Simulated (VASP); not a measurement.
A run of VASP 6.6.1 is set up as follows.

File INCAR:

```
SYSTEM = Re
PREC = Accurate
ENCUT = 520
EDIFF = 1E-8
ISMEAR = -1
SIGMA = 0.03
LREAL = .FALSE.
LASPH = .TRUE.
NELM = 60
ALGO = Normal
ISIF = 2
LWAVE = .FALSE.
LCHARG = .FALSE.
GGA = PE
LEFG = .TRUE.
NBANDS = 10
```

KPOINTS

```
Automatic mesh
0
G
  14 14 14
  0 0 0
```

Contents of POSCAR:

```
Re
1.0
   -0.0592500000      1.9453750000      1.9453750000
    1.9453750000     -0.0592500000      1.9453750000
    1.9453750000      1.9453750000     -0.0592500000
Re
1
Direct
    0.0000000000      0.0000000000      0.0000000000
```

Potentials or basis: VASP PAW PBE potentials, release 64 (Re).

The run is started by

```console
$ cat potpaw_PBE.64/Re/POTCAR > POTCAR
$ mpirun -np 1 vasp_std > vasp.out
```

Question: Estimate the pressure.

Answer: -8.9 GPa.

Question: Predict the band gap on the k mesh.

Answer: Zero (an odd number of electrons rules out a gap without spin polarisation).

Electric field gradients, principal values (V/Å²):
```tsv
atom	least	middle	greatest (by size)
1 Re	43.690	43.690	-87.380
```

Caveat: the cell differs from its parent crystal (equal xy, yz and zx shear strains of -3 %); the cell stands under tension; without QUAD_EFG the Cq values of the log hold for a quadrupole moment of 1 mb, not for the nuclei; spin-orbit coupling is left out, which moves the levels of the heavy elements.
